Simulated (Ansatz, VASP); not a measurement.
## Two plane-wave programs on Ru

The input INCAR:

```
SYSTEM = Ru
  PREC = Accurate
  ENCUT = 520
  EDIFF = 1E-6
  ISMEAR = 0
  SIGMA = 0.15
  LREAL = .False.
  LASPH = .True.
  NELM = 80
  ALGO = Fast
  ISIF = 2
  LWAVE = .False.
  LCHARG = .False.
  NBANDS = 21
```

File KPOINTS:

```
Automatic mesh
0
Gamma
  21 21 12
  0 0 0
```

Contents of POSCAR:

```
Ru
1.0
    2.7869733142      0.0000000000      0.0000000000
   -1.3934866571      2.4135896898      0.0000000000
    0.0000000000      0.0000000000      4.1534430000
Ru
2
Direct
    0.3333333333      0.6666666667      0.2500000000
    0.6666666667      0.3333333333      0.7500000000
```

Input for Ansatz:

```yaml
crystal:
  lattice:
    - [2.7869733142, 0.0, 0.0]
    - [-1.3934866571, 2.4135896898, 0.0]
    - [0.0, 0.0, 4.153443]
  atoms:
    - { symbol: Ru, position: [0.3333333333, 0.6666666667, 0.25] }
    - { symbol: Ru, position: [0.6666666667, 0.3333333333, 0.75] }
basis:
  ecutwfc: 420
kpoints:
  mp_grid: { grid: [21, 21, 12] }
hamiltonian:
  xc: lda
scf:
  occupations: { method: gaussian, width: 0.15 }
output:
  forces: true
  stress: true
  eigenvalues: true
```

Change from the starting cell: strain +0.030 along x and y, -0.030 along z, atoms carried along.

Alike in both runs: task single point; functional LDA; k mesh 21 × 21 × 12; occupations gaussian, width 0.15 eV; no spin polarisation.

|  | VASP | Ansatz |
| --- | --- | --- |
| version | VASP 6.6.1 | Ansatz 0.2.0 |
| potentials or method | VASP PAW LDA potentials, release 64 (Ru_pv), cutoff 520 eV | scalar-relativistic, plane waves, PAW |
| valence electrons in the cell | 28 | 32 |

Ansatz gave:

| Quantity | Value |
| --- | --- |
| gap on the k mesh at the Fermi level (eV) | none |
| pressure (GPa) | -18.6 |
| traceless stress, the component that is largest in VASP (GPa) | 13.96 |

Q: Which values does VASP return?

A: gap on the k mesh at the Fermi level (eV): none; pressure (GPa): -17.8; traceless stress, the component that is largest in VASP (GPa): 14.06.

LDA's correlation is that of Perdew and Zunger in VASP and of Perdew and Wang (1992) in Ansatz. A gap of «none» marks a metal or a gap that the smearing closes. VASP's potentials hold 28 valence electrons a cell and Ansatz's 32, so a difference there can come from the potentials and not from the codes.
